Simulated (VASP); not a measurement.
The system is Al2O3.

```
Al O
1.0
     2.40430    1.38812    4.37491
    -2.40430    1.38812    4.37491
     0.00000   -2.77625    4.37491
Al O
4 6
Cartesian
  0.0000 0.0000 1.9408
  0.0000 0.0000 4.6215
  0.0000 0.0000 8.5032
  0.0000 0.0000 11.1839
  0.9321 1.3881 7.6561
  -0.7361 1.5013 5.4686
  0.7361 -1.5013 7.6561
  -1.6682 0.1131 7.6561
  1.6682 -0.1131 5.4686
  -0.9321 -1.3881 5.4686
```

| Property | Result |
| --- | --- |
| Program | VASP 6.6.1 |
| Task | relaxation of cell and atoms |
| Functional | r2SCAN |
| Potentials or basis | VASP PAW PBE potentials, release 64 (Al, O) |
| Cutoff | 600 eV |
| k mesh | 6 × 6 × 6 |
| Occupations | fermi-dirac, width 0.02 eV |
| Spin | no spin polarisation |

At the start: pressure -8.2 GPa; volume 8.76 Å³/atom.

Task: Where does the relaxation end?

Result: Over 10 steps the energy falls by 7.9 meV/atom and the volume is 8.47 Å³/atom (-3.3 %); space group R-3c (No. 167, to 0.1 Å) before and after.

The path:
```csv
step,energy change (eV),largest force (eV/Å),pressure (GPa),volume (Å³)
1,0.0000,0.0427,-8.24,87.61
2,-0.0074,0.0921,8.90,82.02
3,-0.0788,0.0489,0.07,84.67
4,-0.0788,0.0488,-0.12,84.73
5,-0.0792,0.0077,-0.12,84.71
6,-0.0792,0.0074,-0.12,84.71
7,-0.0792,0.0024,0.10,84.64
8,-0.0792,0.0028,0.08,84.65
9,-0.0792,0.0035,0.05,84.66
10,-0.0792,0.0017,0.02,84.67
```

Final structure:
```xyz
10
Lattice="2.3769 1.3723 4.3264 -2.3769 1.3723 4.3264 0.0000 -2.7446 4.3264" Properties=species:S:1:pos:R:3 pbc="T T T"
Al    0.0000    0.0000    1.9230
Al    0.0000    0.0000    4.5665
Al    0.0000    0.0000    8.4126
Al    0.0000    0.0000   11.0560
O     0.9209    1.3723    7.5711
O    -0.7280    1.4837    5.4079
O     0.7280   -1.4837    7.5711
O    -1.6489    0.1114    7.5711
O     1.6489   -0.1114    5.4079
O    -0.9209   -1.3723    5.4079
```

Caveat: the PAW data sets were made with another functional, which shifts forces and pressure a little.
